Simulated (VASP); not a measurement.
# Si2Ni (Fm-3m) in VASP: a series of runs

The runs below take Si2Ni through single point, relaxation of cell and atoms, with LDA.

Everything below comes from runs of VASP 6.6.1. Logs are shortened: lines on timing, memory, paths and dates and some standing lists are left out, and cuts for length are marked.

### 1 The cell of the first run

The structure is cubic, space group Fm-3m (No. 225). The conventional cell has a = 5.352 Å, b = 5.352 Å, c = 5.352 Å, α = 90.00°, β = 90.00°, γ = 90.00°. Si (site symmetry -43m) has 4 Ni at 2.32 Å and 6 Si at 2.68 Å within 3.1 Å. Ni (site symmetry m-3m) has 8 Si at 2.32 Å within 3.1 Å.

### 2 Single point, LDA

Contents of INCAR:

```
SYSTEM = Si2Ni
PREC = Accurate
ENCUT = 520
EDIFF = 1E-7
ISMEAR = 0
SIGMA = 0.1
LREAL = .False.
LASPH = .True.
NELM = 60
ALGO = Normal
ISIF = 2
LWAVE = .False.
LCHARG = .False.
NBANDS = 16
```

Contents of KPOINTS:

```
regular mesh
0
Gamma
  14 14 14
  0 0 0
```

Contents of POSCAR:

```
Si2Ni
1.0
    0.0000000000      2.6759856679      2.6759856679
    2.6759856679      0.0000000000      2.6759856679
    2.6759856679      2.6759856679      0.0000000000
Si Ni
2 1
Direct
    0.2500000000      0.2500000000      0.2500000000
    0.7500000000      0.7500000000      0.7500000000
    0.0000000000      0.0000000000      0.0000000000
```

Potentials or basis: VASP PAW LDA potentials, release 64 (Si, Ni).

Started as:

```bash
cat potpaw_LDA.64/Si/POTCAR potpaw_LDA.64/Ni/POTCAR > POTCAR
mpirun -np 1 vasp_std > vasp.out
```

OUTCAR:

```text
SYSTEM = Si2Ni
   PREC = Accurate
   ENCUT = 520
   EDIFF = 1E-7
   ISMEAR = 0
   LREAL = .False.
   LASPH = .True.
   NELM = 60
   ISIF = 2

 ion  position               nearest neighbor table
   1  0.250  0.250  0.250-   3 2.32   3 2.32   3 2.32   3 2.32   2 2.68   2 2.68   2 2.68   2 2.68
                             2 2.68   2 2.68
   2  0.750  0.750  0.750-   3 2.32   3 2.32   3 2.32   3 2.32   1 2.68   1 2.68   1 2.68   1 2.68
                             1 2.68   1 2.68
   3  0.000  0.000  0.000-   2 2.32   2 2.32   2 2.32   1 2.32   2 2.32   1 2.32   1 2.32   1 2.32

  LATTYP: Found a face centered cubic cell.
 ALAT       =     5.3519713358

  Lattice vectors:

 A1 = (   0.0000000000,   2.6759856679,   2.6759856679)
 A2 = (   2.6759856679,   0.0000000000,   2.6759856679)
 A3 = (   2.6759856679,   2.6759856679,   0.0000000000)

Analysis of symmetry for initial positions (statically):
=====================================================================
 Subroutine PRICEL returns:
 Original cell was already a primitive cell.

 Routine SETGRP: Setting up the symmetry group for a
 face centered cubic supercell.

 Subroutine GETGRP returns: Found 48 space group operations
 (whereof 48 operations were pure point group operations)
 out of a pool of 48 trial point group operations.

The static configuration has the point symmetry O_h .

Analysis of symmetry for dynamics (positions and initial velocities):
=====================================================================
 Subroutine PRICEL returns:
 Original cell was already a primitive cell.

 Routine SETGRP: Setting up the symmetry group for a
 face centered cubic supercell.

 Subroutine GETGRP returns: Found 48 space group operations
 (whereof 48 operations were pure point group operations)
 out of a pool of 48 trial point group operations.

The dynamic configuration has the point symmetry O_h .

 Subroutine INISYM returns: Found 48 space group operations
 (whereof 48 operations are pure point group operations),
 and found     1 'primitive' translations

----------------------------------------------------------------------------------------

                                     Primitive cell

  volume of cell :      38.3249

  direct lattice vectors                    reciprocal lattice vectors
     0.000000000  2.675985668  2.675985668    -0.186847040  0.186847040  0.186847040
     2.675985668  0.000000000  2.675985668     0.186847040 -0.186847040  0.186847040
     2.675985668  2.675985668  0.000000000     0.186847040  0.186847040 -0.186847040
[... 88 lines left out ...]
   EDIFFG = 0.1E-05   stopping-criterion for IOM
   NSW    =      0    number of steps for IOM
   IBRION =     -1    ionic relax: 0-MD 1-quasi-New 2-CG
   NFREE  =      0    steps in history (QN), initial steepest desc. (CG)
   ISIF   =      2    stress and relaxation
   ISYM   =      2    0-nonsym 1-usesym 2-fastsym
   POTIM  = 0.5000    time-step for ionic-motion
   TEBEG  =    0.0;   TEEND  =   0.0 temperature during run
   PSTRESS=    0.0 pullay stress
   NELECT =      18.0000    total number of electrons
   NUPDOWN=      -1.0000    fix difference up-down
   EMIN   =  10.00;   EMAX   =-10.00  energy-range for DOS
   EFERMI =   0.00;   METHOD = LEGACY
   ISMEAR =     0;   SIGMA  =   0.10  broadening in eV -4-tet -1-fermi 0-gaus
   EFERMI_NEDOS =   21; number of points for ismear=-14 and -15
   IALGO  =     38    algorithm
   IMIX   =      4    mixing-type and parameters
     AMIX     =   0.40;   BMIX     =  1.00
     AMIX_MAG =   1.60;   BMIX_MAG =  1.00
  volume/ion in A,a.u.               =      12.77        86.21
  Fermi-wavevector in a.u.,A,eV,Ry     =   1.272541  2.404754 22.032749  1.619361
  Thomas-Fermi vector in A             =   2.405414
   LORBIT       =      0    0 simple, 1 ext, 2 COOP (PROOUT), +10 PAW based schemes
   GGA     = CA    functional components
   LHFCALC =     F    Hartree Fock is set to
   AEXX    =    0.0000 exact exchange contribution
   IVDW    =     0    specifies the selected vdW correction
   LEPSILON=     F    determine dielectric tensor
   LRPA    =     F    only Hartree local field effects (RPA)
 non-spin polarized calculation
 Gauss-broadening in eV      SIGMA  =   0.10
  energy-cutoff  :      520.00
  volume of cell :       38.32
 maximum number of plane-waves:      1056
   NGX = 15   NGY = 15   NGZ = 15

 number of electron      17.9999990 magnetization

 Free energy of the ion-electron system (eV)
  ---------------------------------------------------
  ext. energy  EPLUGINS =         0.00000000
  ---------------------------------------------------
  free energy    TOTEN  =       -19.90100985 eV

  energy without entropy =      -19.89668000  energy(sigma->0) =      -19.89884493

 E-fermi :  10.8545     XC(G=0): -11.8947

 val. band max:       10.7910895027   @ k =   0.4286   0.2857   0.0000
 cond. band min:      10.8653169362   @ k =  -0.2143   0.1429   0.0000
 fundamental gap:      0.0742274336
 Fermi energy:        10.8544979749

 k-point     1 :       0.0000    0.0000    0.0000
  band No.  band energies     occupation
      1      -3.2869      2.00000
      2       5.3789      2.00000
      3       5.3789      2.00000
      4       5.3789      2.00000
      5       7.1086      2.00000
      6       7.1086      2.00000
[... 433 lines left out ...]
      3       5.5555      2.00000
      4       5.5925      2.00000
      5       6.5736      2.00000
      6       7.2450      2.00000
[... 8 lines left out ...]
     15      17.9423      0.00000
     16      18.1930      0.00000

 [... further k-points ...]

------------------------ aborting loop because EDIFF is reached ----------------------------------------

  FORCE on cell =-STRESS in cart. coord.  units (eV):
  Direction    XX          YY          ZZ          XY          YZ          ZX
  --------------------------------------------------------------------------------------
  -------------------------------------------------------------------------------------
  Total        0.0423657      0.0423657      0.0423657     -0.0000000     -0.0000000      0.0000000
  in kB        1.7711037      1.7711037      1.7711037     -0.0000000     -0.0000000      0.0000000
  external PRESSURE =       1.7711037 kB  Pullay stress =       0.0000000 kB

 VOLUME and BASIS-vectors are now :
 -----------------------------------------------------------------------------
  energy-cutoff  :      520.00
  volume of cell :       38.32
      direct lattice vectors                 reciprocal lattice vectors
     0.000000000  2.675985668  2.675985668    -0.186847040  0.186847040  0.186847040
     2.675985668  0.000000000  2.675985668     0.186847040 -0.186847040  0.186847040
     2.675985668  2.675985668  0.000000000     0.186847040  0.186847040 -0.186847040

 POSITION                                       TOTAL-FORCE (eV/Angst)
 -----------------------------------------------------------------------------------
      1.33799      1.33799      1.33799         0.000000      0.000000     -0.000000
      4.01398      4.01398      4.01398        -0.000000     -0.000000      0.000000
      0.00000      0.00000      0.00000        -0.000000     -0.000000     -0.000000
 -----------------------------------------------------------------------------------
    total drift:                               -0.000000     -0.000000      0.000000

  FREE ENERGIE OF THE ION-ELECTRON SYSTEM (eV)
  ---------------------------------------------------
  free  energy   TOTEN  =       -19.9010098475 eV

  energy  without entropy=      -19.8966800049  energy(sigma->0) =      -19.89884493
```

stdout:

```text
POSCAR found type information on POSCAR SiNi
 POSCAR found :  2 types and       3 ions
 scaLAPACK will be used
 LDA part: xc-table for (Slater(with rela. corr.)+CA(PZ))
 , standard interpolation
 POSCAR, INCAR and KPOINTS ok, starting setup
 FFT: planning ... GRIDC
 FFT: planning ... GRID_SOFT
 FFT: planning ... GRID
 WAVECAR not read
 entering main loop
```

It took 52 s on 1 thread of AMD EPYC 7R43 (Zen 3), shared host; peak memory 0.15 GiB.

Results:

* Free energy: -19.9010 eV
* Pressure: 0.2 GPa
* Band gap on the k mesh: zero (bands 9 and 10 overlap by 2.16 eV)

Levels at points of the mesh, in eV from the Fermi level:
| k point | band 6 | band 7 | band 8 | band 9 | band 10 | band 11 | band 12 | band 13 |
| --- | --- | --- | --- | --- | --- | --- | --- | --- |
| (0.00, 0.00, 0.00) | -3.75 | -0.19 | 1.70 | 1.70 | 1.70 | 2.19 | 2.19 | 2.19 |
| (0.50, 0.00, 0.00) | -3.56 | -3.56 | -1.54 | -1.54 | 1.73 | 1.79 | 1.79 | 2.68 |
| (0.50, 0.50, 0.00) | -3.86 | -3.86 | -3.66 | -3.32 | -0.46 | 1.28 | 7.73 | 8.41 |

### 3 Relaxation of cell and atoms, LDA

This run uses another cell than the first one, of 13.47 Å³/atom.

Contents of INCAR:

```
PREC = Accurate ; ENCUT = 600
EDIFF = 1E-6 ; ISMEAR = 0
SIGMA = 0.1 ; LREAL = F
LASPH = T ; NELM = 100
ALGO = Normal ; ISIF = 3
LWAVE = F ; LCHARG = F
GGA = CA ; IBRION = 2
NSW = 70 ; EDIFFG = -0.005
```

Contents of KPOINTS:

```
Automatic mesh
0
Gamma
  14 14 14
```

Contents of POSCAR:

```
Si2Ni
1.0
    0.0000000000      2.7234321187      2.7234321187
    2.7234321187      0.0000000000      2.7234321187
    2.7234321187      2.7234321187      0.0000000000
Si Ni
2 1
Direct
    0.2500000000      0.2500000000      0.2500000000
    0.7500000000      0.7500000000      0.7500000000
    0.0000000000      0.0000000000      0.0000000000
```

Potentials or basis: VASP PAW LDA potentials, release 64 (Si, Ni).

Started as:

```bash
cat potpaw_LDA.64/Si/POTCAR potpaw_LDA.64/Ni/POTCAR > POTCAR
mpirun -np 1 vasp_std > vasp.out
```

It took 2.5 min on 1 thread of AMD EPYC 7R43 (Zen 3), shared host; peak memory 0.18 GiB.

Results (log left out):

```
Free energy                           : -19.9018 eV
Relaxed volume                        : 12.79 Å³/atom
Relaxed cell                          : a = 3.786 Å, b = 3.786 Å, c = 3.786 Å, α = 60.00°, β = 60.00°, γ = 60.00°
Space group after relaxing (to 0.1 Å) : Fm-3m (No. 225)
Energy gained by relaxing             : 17.0 meV/atom
Ionic steps                           : 5
Pressure after relaxing               : 0.0 GPa
Band gap on the k mesh                : zero (bands 9 and 10 overlap by 2.16 eV)
```

The path:
| step | energy change (eV) | largest force (eV/Å) | pressure (GPa) | volume (Å³) |
| --- | --- | --- | --- | --- |
| 1 | 0.0000 | 0.0000 | -7.81 | 40.40 |
| 2 | -0.0100 | 0.0000 | 8.07 | 36.68 |
| 3 | -0.0511 | 0.0000 | -0.18 | 38.39 |
| 4 | -0.0511 | 0.0000 | 0.08 | 38.35 |
| 5 | -0.0511 | 0.0000 | -0.04 | 38.38 |

Final structure:
```
Si Ni
1.0
     0.00000    2.67723    2.67723
     2.67723    0.00000    2.67723
     2.67723    2.67723    0.00000
Si Ni
2 1
Direct
  0.25000 0.25000 0.25000
  0.75000 0.75000 0.75000
  0.00000 0.00000 0.00000
```

Levels at points of the mesh, in eV from the Fermi level:
| k point | band 6 | band 7 | band 8 | band 9 | band 10 | band 11 | band 12 | band 13 |
| --- | --- | --- | --- | --- | --- | --- | --- | --- |
| (0.00, 0.00, 0.00) | -3.74 | -0.20 | 1.70 | 1.70 | 1.70 | 2.19 | 2.19 | 2.19 |
| (0.50, 0.00, 0.00) | -3.55 | -3.55 | -1.54 | -1.54 | 1.73 | 1.79 | 1.79 | 2.68 |
| (0.50, 0.50, 0.00) | -3.85 | -3.85 | -3.65 | -3.32 | -0.46 | 1.28 | 7.73 | 8.40 |

Spin polarisation is off, so any magnetic state and its effect on volume and gap are missing. Zero-point motion and thermal expansion aren't in these numbers.

The gap in the log of VASP goes by the Fermi energy; the results here count the filled bands.